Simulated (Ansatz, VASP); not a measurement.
## Na: VASP beside Ansatz

```
Na
1.0
    -2.13600    2.13600    2.13600
     2.13600   -2.13600    2.13600
     2.13600    2.13600   -2.13600
Na
1
Direct
  0.00000 0.00000 0.00000
```

Alike in both runs: task single point; functional PBE; k mesh 14 × 14 × 14; occupations gaussian, width 0.1 eV; no spin polarisation.

```csv
,VASP,Ansatz
version,VASP 6.6.1,Ansatz 0.2.0
potentials or method,"VASP PAW PBE potentials, release 64 (Na_pv), cutoff 520 eV","scalar-relativistic, plane waves, PAW"
valence electrons in the cell,7,9
```

```csv
,VASP,Ansatz,Ansatz less VASP
gap on the k mesh at the Fermi level (eV),none,none,-
pressure (GPa),-0.5,-0.4,+0.10
```

A gap of «none» marks a metal or a gap that the smearing closes. VASP's potentials hold 7 valence electrons a cell and Ansatz's 9, so a difference there can come from the potentials and not from the codes.
